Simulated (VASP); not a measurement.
Write the native input for VASP 6.6.1 that does the following.

| Quantity | Value |
| --- | --- |
| Task | single point |
| Functional | PBEsol |
| Potentials or basis | VASP PAW PBE potentials, release 64 (Te, Mo_sv) |
| Cutoff | 520 eV |
| k mesh | 12 × 12 × 2 |
| Occupations | gaussian, width 0.02 eV |
| Spin | no spin polarisation |
| Dipole correction | no |
| k mesh for the DOS | 18 × 18 × 3 |
| Occupations for the DOS | tetrahedron |
| Further INCAR settings | ALGO = Normal; EDIFF = 1e-06; NBANDS = 35 |

Te2Mo:

```
CELL_PARAMETERS angstrom
3.49640 0.00000 0.00000
-1.74820 3.02797 0.00000
0.00000 0.00000 13.70084
ATOMIC_POSITIONS crystal
Te 0.33333 0.66667 0.61734
Te 0.66667 0.33333 0.11734
Te 0.33333 0.66667 0.88266
Te 0.66667 0.33333 0.38266
Mo 0.33333 0.66667 0.25000
Mo 0.66667 0.33333 0.75000
```

One way to write it, as run:

POSCAR

```
Te2Mo
1.0
    3.4964011281      0.0000000000      0.0000000000
   -1.7482005640      3.0279721987      0.0000000000
    0.0000000000      0.0000000000     13.7008448591
Te Mo
4 2
Direct
    0.3333333333      0.6666666667      0.6173401535
    0.6666666667      0.3333333333      0.1173401535
    0.3333333333      0.6666666667      0.8826598465
    0.6666666667      0.3333333333      0.3826598465
    0.3333333333      0.6666666667      0.2500000000
    0.6666666667      0.3333333333      0.7500000000
```

INCAR.step1

```
SYSTEM = Te2Mo
PREC = Accurate
ENCUT = 520
EDIFF = 1E-6
ISMEAR = 0
SIGMA = 0.02
LREAL = .FALSE.
LASPH = .TRUE.
NELM = 60
ALGO = Normal
ISIF = 2
LWAVE = .FALSE.
LCHARG = .TRUE.
LMAXMIX = 4
GGA = PS
NBANDS = 35
```

KPOINTS.step1

```
regular mesh
0
G
  12 12 2
  0 0 0
```

INCAR.step2

```
SYSTEM = Te2Mo
PREC = Accurate
ENCUT = 520
EDIFF = 1E-6
ISMEAR = -5
SIGMA = 0.02
LREAL = .FALSE.
LASPH = .TRUE.
NELM = 60
ALGO = Normal
ISIF = 2
LWAVE = .FALSE.
LCHARG = .FALSE.
LMAXMIX = 4
GGA = PS
LORBIT = 11
NBANDS = 35
NEDOS = 1001
ICHARG = 11
```

KPOINTS.step2

```
regular mesh
0
G
  18 18 3
  0 0 0
```

Potentials or basis: VASP PAW PBE potentials, release 64 (Te, Mo_sv).

Command:

```console
$ cat potpaw_PBE.64/Te/POTCAR potpaw_PBE.64/Mo_sv/POTCAR > POTCAR
$ cp INCAR.step1 INCAR
$ cp KPOINTS.step1 KPOINTS
$ mpirun -np 1 vasp_std > vasp.out
$ cp INCAR.step2 INCAR
$ cp KPOINTS.step2 KPOINTS
$ mpirun -np 1 vasp_std > vasp.out
```

Results of the run:

```json
{"Valence electrons inside the program's atomic spheres": "Te 3.42; Mo 12.40"}
```

Wall time 11 min on 1 thread of AMD EPYC 9755 128-Core Processor, on a shared host, peak memory 0.44 GiB.
